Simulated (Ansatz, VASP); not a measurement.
This is a calculation of MoS2 for Ansatz 0.2.0.

File input.yaml:

```yaml
crystal:
  lattice:
    - [1.5855, 0.9153888518, 6.1149966667]
    - [-1.5855, 0.9153888518, 6.1149966667]
    - [0.0, -1.8307777036, 6.1149966667]
  atoms:
    - { symbol: Mo, position: [0.0, 0.0, 0.0] }
    - { symbol: S, position: [0.25, 0.25, 0.25] }
    - { symbol: S, position: [0.75, 0.75, 0.75] }
kpoints:
  mp_grid: { grid: [10, 10, 10] }
scf:
  occupations: { method: fermi_dirac, width: 0.05 }
hamiltonian:
  xc: pbe
  pseudopotentials: { kind: all_electron, lapw: { basis_error: 0.001 } }
output:
  forces: true
  stress: true
  eigenvalues: true
  populations: true
```

Potentials or basis: all-electron LAPW, scalar-relativistic.

Run with:

```bash
$ ansatz run input.yaml --threads 2 --pin off --max-ram 6144MiB --backend cpu --events-out ev --progress --plain --runs-dir out
```

**Question.** Translate it to VASP 6.6.1. Potentials there: VASP PAW PBE potentials, release 64 (Mo_sv, S).

**Answer.** As run (the cutoff follows the program's own potentials):

File INCAR:

```
SYSTEM = MoS2
PREC     = Accurate       ! precision mode
ENCUT    = 520            ! plane-wave cutoff, eV
EDIFF    = 1E-6           ! SCF threshold, eV
ISMEAR   = -1             ! smearing method
SIGMA    = 0.05           ! smearing width, eV
LREAL    = .False.        ! projectors in reciprocal space
LASPH    = .True.         ! aspherical terms in the spheres
NELM     = 60             ! most SCF steps
ALGO     = Normal         ! electronic algorithm
ISIF     = 2              ! what is computed and relaxed
LWAVE    = .False.        ! write WAVECAR
LCHARG   = .False.        ! write CHGCAR
GGA      = PE             ! functional
NBANDS   = 20             ! bands
```

The input KPOINTS:

```
Automatic mesh
0
Gamma
  10 10 10
  0 0 0
```

File POSCAR:

```
MoS2
1.0
    1.5855000000      0.9153888518      6.1149966667
   -1.5855000000      0.9153888518      6.1149966667
    0.0000000000     -1.8307777036      6.1149966667
Mo S
1 2
Direct
    0.0000000000      0.0000000000      0.0000000000
    0.2500000000      0.2500000000      0.2500000000
    0.7500000000      0.7500000000      0.7500000000
```

Potentials or basis: VASP PAW PBE potentials, release 64 (Mo_sv, S).

Run with:

```bash
$ cat potpaw_PBE.64/Mo_sv/POTCAR potpaw_PBE.64/S/POTCAR > POTCAR
$ mpirun -np 1 vasp_std > vasp.out
```

Both were run:

|  | VASP | Ansatz | Ansatz less VASP |
| --- | --- | --- | --- |
| gap on the k mesh at the Fermi level (eV) | none | none | - |
| pressure (GPa) | 7.8 | 7.9 | +0.15 |
| traceless stress, the component that is largest in VASP (GPa) | 2.92 | 2.92 | -0.002 |
| rms of the force components (eV/Å) | 0.469 | 0.474 | +0.0053 |

Atom by atom the forces differ by 0.005 eV/Å (rms over components). A gap of «none» marks a metal or a gap that the smearing closes. Ansatz ran all-electron here, and VASP with PAW potentials.
